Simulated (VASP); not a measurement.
Crystal: LiH.

```
Li H
1.0
     0.00000    1.99847    1.99847
     1.99847    0.00000    1.99847
     1.99847    1.99847    0.00000
Li H
1 1
Direct
  0.00000 0.00000 0.00000
  0.50000 0.50000 0.50000
```

Program: VASP 6.6.1. Alike in all runs: task single point; potentials or basis VASP PAW PBE potentials, release 64 (Li_sv, H); no spin polarisation; cell as given; k mesh 8 × 8 × 8; cutoff (eV) 520; smearing gaussian 0.01 eV.

Question: Order these runs on this cell by their band gap on the k mesh, lowest first.
A. level HSE06; share of exact exchange 0.25; screening parameter 0.2079 1/Å
B. level PBE0; share of exact exchange 0.25
C. level r2SCANh; share of exact exchange 0.1

Answer: A (3.96 eV), C (4.19 eV), B (4.67 eV).

A k mesh can miss the band edges.
